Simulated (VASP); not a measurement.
# GaN (Fm-3m) in VASP: notebook, part 2 of 3

VASP 6.6.1. The steps go on from the part before.

## (3) Electric field gradients, PBE

INCAR reads:

```
SYSTEM = GaN
PREC = Accurate
ENCUT = 520
EDIFF = 1E-8
ISMEAR = -1
SIGMA = 0.02
LREAL = .FALSE.
LASPH = .TRUE.
NELM = 80
ALGO = Normal
ISIF = 2
LWAVE = .FALSE.
LCHARG = .FALSE.
GGA = PE
LEFG = .TRUE.
NBANDS = 16
```

KPOINTS reads:

```
regular mesh
0
G
  13 13 13
  0 0 0
```

POSCAR reads:

```
GaN
1.0
    0.0000000000      1.9925000000      1.9925000000
    1.9925000000      0.0000000000      1.9925000000
    1.9925000000      1.9925000000      0.0000000000
Ga N
1 1
Direct
    0.5000000000      0.5000000000      0.5000000000
    0.0000000000      0.0000000000      0.0000000000
```

Potentials or basis: VASP PAW PBE potentials, release 64 (Ga_d, N).

The run is started by

```sh
> cat potpaw_PBE.64/Ga_d/POTCAR potpaw_PBE.64/N/POTCAR > POTCAR
> mpirun -np 1 vasp_std > vasp.out
```

OUTCAR:

```text
SYSTEM = GaN
   PREC = Accurate
   ENCUT = 520
   EDIFF = 1E-8
   ISMEAR = -1
   LREAL = .FALSE.
   LASPH = .TRUE.
   NELM = 80
   ISIF = 2
   GGA = PE

 ion  position               nearest neighbor table
   1  0.500  0.500  0.500-   2 1.99   2 1.99   2 1.99   2 1.99   2 1.99   2 1.99
   2  0.000  0.000  0.000-   1 1.99   1 1.99   1 1.99   1 1.99   1 1.99   1 1.99

  LATTYP: Found a face centered cubic cell.
 ALAT       =     3.9850000000

  Lattice vectors:

 A1 = (   0.0000000000,   1.9925000000,   1.9925000000)
 A2 = (   1.9925000000,   0.0000000000,   1.9925000000)
 A3 = (   1.9925000000,   1.9925000000,   0.0000000000)

Analysis of symmetry for initial positions (statically):
=====================================================================
 Subroutine PRICEL returns:
 Original cell was already a primitive cell.

 Routine SETGRP: Setting up the symmetry group for a
 face centered cubic supercell.

 Subroutine GETGRP returns: Found 48 space group operations
 (whereof 48 operations were pure point group operations)
 out of a pool of 48 trial point group operations.

The static configuration has the point symmetry O_h .

Analysis of symmetry for dynamics (positions and initial velocities):
=====================================================================
 Subroutine PRICEL returns:
 Original cell was already a primitive cell.

 Routine SETGRP: Setting up the symmetry group for a
 face centered cubic supercell.

 Subroutine GETGRP returns: Found 48 space group operations
 (whereof 48 operations were pure point group operations)
 out of a pool of 48 trial point group operations.

The dynamic configuration has the point symmetry O_h .

 Subroutine INISYM returns: Found 48 space group operations
 (whereof 48 operations are pure point group operations),
 and found     1 'primitive' translations

----------------------------------------------------------------------------------------

                                     Primitive cell

  volume of cell :      15.8207

  direct lattice vectors                    reciprocal lattice vectors
     0.000000000  1.992500000  1.992500000    -0.250941029  0.250941029  0.250941029
     1.992500000  0.000000000  1.992500000     0.250941029 -0.250941029  0.250941029
     1.992500000  1.992500000  0.000000000     0.250941029  0.250941029 -0.250941029

  length of vectors
     2.817820523  2.817820523  2.817820523     0.434642612  0.434642612  0.434642612

  position of ions in fractional coordinates (direct lattice)
     0.500000000  0.500000000  0.500000000
     0.000000000  0.000000000  0.000000000

  ion indices of the primitive-cell ions
   primitive index   ion index
                 1           1
                 2           2

----------------------------------------------------------------------------------------

 KPOINTS: regular mesh

Automatic generation of k-mesh.
 Grid dimensions read from file:
[... 71 lines left out ...]
   ISIF   =      2    stress and relaxation
   ISYM   =      2    0-nonsym 1-usesym 2-fastsym
   POTIM  = 0.5000    time-step for ionic-motion
   TEBEG  =    0.0;   TEEND  =   0.0 temperature during run
   PSTRESS=    0.0 pullay stress
   NELECT =      18.0000    total number of electrons
   NUPDOWN=      -1.0000    fix difference up-down
   EMIN   =  10.00;   EMAX   =-10.00  energy-range for DOS
   EFERMI =   0.00;   METHOD = LEGACY
   ISMEAR =    -1;   SIGMA  =   0.02  broadening in eV -4-tet -1-fermi 0-gaus
   EFERMI_NEDOS =   21; number of points for ismear=-14 and -15
   IALGO  =     38    algorithm
   IMIX   =      4    mixing-type and parameters
     AMIX     =   0.40;   BMIX     =  1.00
     AMIX_MAG =   1.60;   BMIX_MAG =  1.00
  volume/ion in A,a.u.               =       7.91        53.38
  Fermi-wavevector in a.u.,A,eV,Ry     =   1.709060  3.229655 39.741073  2.920886
  Thomas-Fermi vector in A             =   2.787614
   LORBIT       =      0    0 simple, 1 ext, 2 COOP (PROOUT), +10 PAW based schemes
   GGA     = PE    functional components
   LHFCALC =     F    Hartree Fock is set to
   AEXX    =    0.0000 exact exchange contribution
   IVDW    =     0    specifies the selected vdW correction
   LEPSILON=     F    determine dielectric tensor
   LRPA    =     F    only Hartree local field effects (RPA)
 non-spin polarized calculation
  energy-cutoff  :      520.00
  volume of cell :       15.82
 maximum number of plane-waves:       440
 NGX is ok and might be reduce to    24
   NGX = 11   NGY = 11   NGZ = 11

 number of electron      17.9999999 magnetization

 Free energy of the ion-electron system (eV)
  ---------------------------------------------------
  ext. energy  EPLUGINS =         0.00000000
  ---------------------------------------------------
  free energy    TOTEN  =       -10.53600667 eV

  energy without entropy =      -10.53600667  energy(sigma->0) =      -10.53600667

 E-fermi :  10.7831     XC(G=0): -14.1206

 val. band max:       10.3049792286   @ k =  -0.2308   0.1538   0.0000
 cond. band min:      12.2179704924   @ k =   0.4615   0.4615   0.0000
 fundamental gap:      1.9129912638
 Fermi energy:        10.7830656352

 k-point     1 :       0.0000    0.0000    0.0000
  band No.  band energies     occupation
      1      -8.9406      2.00000
      2      -3.6887      2.00000
      3      -3.6887      2.00000
      4      -3.6887      2.00000
      5      -3.5393      2.00000
      6      -3.5393      2.00000
[... 433 lines left out ...]
      3      -3.8302      2.00000
      4      -3.7127      2.00000
      5      -3.3102      2.00000
      6      -3.0112      2.00000
[... 8 lines left out ...]
     15      33.2382      0.00000
     16      36.6019      0.00000

 [... further k-points ...]

------------------------ aborting loop because EDIFF is reached ----------------------------------------

  FORCE on cell =-STRESS in cart. coord.  units (eV):
  Direction    XX          YY          ZZ          XY          YZ          ZX
  --------------------------------------------------------------------------------------
  -------------------------------------------------------------------------------------
  Total        6.9398108      6.9398108      6.9398108      0.0000000      0.0000000      0.0000000
  in kB      702.8023826    702.8023826    702.8023826      0.0000000      0.0000000      0.0000000
  external PRESSURE =     702.8023826 kB  Pullay stress =       0.0000000 kB

 VOLUME and BASIS-vectors are now :
 -----------------------------------------------------------------------------
  energy-cutoff  :      520.00
  volume of cell :       15.82
      direct lattice vectors                 reciprocal lattice vectors
     0.000000000  1.992500000  1.992500000    -0.250941029  0.250941029  0.250941029
     1.992500000  0.000000000  1.992500000     0.250941029 -0.250941029  0.250941029
     1.992500000  1.992500000  0.000000000     0.250941029  0.250941029 -0.250941029

 POSITION                                       TOTAL-FORCE (eV/Angst)
 -----------------------------------------------------------------------------------
      1.99250      1.99250      1.99250        -0.000000      0.000000      0.000000
      0.00000      0.00000      0.00000         0.000000     -0.000000     -0.000000
 -----------------------------------------------------------------------------------
    total drift:                                0.000000     -0.000000      0.000000

  FREE ENERGIE OF THE ION-ELECTRON SYSTEM (eV)
  ---------------------------------------------------
  free  energy   TOTEN  =       -10.5360066662 eV

  energy  without entropy=      -10.5360066662  energy(sigma->0) =      -10.53600667

 Electric field gradients (V/A^2)
---------------------------------------------------------------------
 ion       V_xx      V_yy      V_zz      V_xy      V_xz      V_yz
---------------------------------------------------------------------
   1       0.000    -0.000    -0.000    -0.002    -0.002    -0.002
   2      -0.000    -0.000     0.000     0.000     0.000     0.000
---------------------------------------------------------------------

 Electric field gradients after diagonalization (V/A^2)
 (convention: |V_zz| > |V_xx| > |V_yy|)
----------------------------------------------------------------------
 ion       V_xx      V_yy      V_zz     asymmetry (V_yy - V_xx)/ V_zz
----------------------------------------------------------------------
   1       0.002     0.002    -0.004       0.000
   2      -0.000    -0.000     0.000       0.000
----------------------------------------------------------------------

           NMR quadrupolar parameters

 Cq : quadrupolar parameter    Cq=e*Q*V_zz/h
 eta: asymmetry parameters     (V_yy - V_xx)/ V_zz
 Q  : nuclear electric quadrupole moment in mb (millibarn)
----------------------------------------------------------------------
 ion       Cq(MHz)       eta       Q (mb)
----------------------------------------------------------------------
   1      -0.000       0.000       1.000
   2       0.000       0.000       1.000
----------------------------------------------------------------------
```

stdout:

```text
POSCAR found type information on POSCAR GaN
 POSCAR found :  2 types and       2 ions
 scaLAPACK will be used
 LDA part: xc-table for (Slater+PW92), standard interpolation
 POSCAR, INCAR and KPOINTS ok, starting setup
 FFT: planning ... GRIDC
 FFT: planning ... GRID_SOFT
 FFT: planning ... GRID
 WAVECAR not read
 entering main loop
ion   1

ion   2
```

Wall time 41 s (1 thread of AMD EPYC 7R43 (Zen 3), shared host); peak memory 0.12 GiB.

Results:

```
Free energy            : -10.5360 eV
Pressure               : 70.3 GPa
Band gap on the k mesh : 1.91 eV, indirect (least direct gap 5.21 eV)
```

Caveat: without QUAD_EFG the Cq values of the log hold for a quadrupole moment of 1 mb, not for the nuclei.

## (4) Density of states, PBE

POSCAR is that of step 3.

INCAR.step1 reads:

```
ALGO     = Normal         # electronic algorithm
EDIFF    = 1E-6           # SCF threshold, eV
ENCUT    = 520            # plane-wave cutoff, eV
GGA      = PE             # functional
ISIF     = 2              # what is computed and relaxed
ISMEAR   = -1             # smearing method
LASPH    = True           # aspherical terms in the spheres
LCHARG   = True           # write CHGCAR
LREAL    = False          # projectors in reciprocal space
LWAVE    = False          # write WAVECAR
NBANDS   = 16             # bands
NELM     = 80             # most SCF steps
PREC     = Accurate       # precision mode
SIGMA    = 0.02           # smearing width, eV
```

KPOINTS.step1 reads:

```
k-points
0
Gamma
  13 13 13
```

INCAR.step2 reads:

```
ALGO     = Normal         # electronic algorithm
EDIFF    = 1E-6           # SCF threshold, eV
ENCUT    = 520            # plane-wave cutoff, eV
GGA      = PE             # functional
ICHARG   = 11             # starting density
ISIF     = 2              # what is computed and relaxed
ISMEAR   = -5             # smearing method
LASPH    = True           # aspherical terms in the spheres
LCHARG   = False          # write CHGCAR
LORBIT   = 11             # projections on sites
LREAL    = False          # projectors in reciprocal space
LWAVE    = False          # write WAVECAR
NBANDS   = 16             # bands
NEDOS    = 1001           # points of the DOS
NELM     = 80             # most SCF steps
PREC     = Accurate       # precision mode
SIGMA    = 0.02           # smearing width, eV
```

KPOINTS.step2 reads:

```
k-points
0
Gamma
  20 20 20
```

The run is started by

```sh
> cat potpaw_PBE.64/Ga_d/POTCAR potpaw_PBE.64/N/POTCAR > POTCAR
> cp INCAR.step1 INCAR
> cp KPOINTS.step1 KPOINTS
> mpirun -np 1 vasp_std > vasp.out
> cp INCAR.step2 INCAR
> cp KPOINTS.step2 KPOINTS
> mpirun -np 1 vasp_std > vasp.out
```

It took 36 s on 1 thread of Intel Xeon Platinum 8375C at 2.90GHz (Ice Lake), shared host; peak memory 0.18 GiB.

It converged, with:

* Valence electrons inside the program's atomic spheres: Ga 12.04; N 3.90

Levels at points of the mesh, in eV from the valence-band top:
```
           k point  band 7  band 8  band 9  band 10  band 11  band 12
(0.00, 0.00, 0.00)   -0.76   -0.76   -0.76     4.45    15.81    15.81
(0.50, 0.00, 0.00)   -9.16   -0.15   -0.15     5.46    10.14    10.14
(0.50, 0.50, 0.00)   -8.62   -3.78   -3.78     1.80     8.03    13.78
```

(Continued in part 3 of 3.)
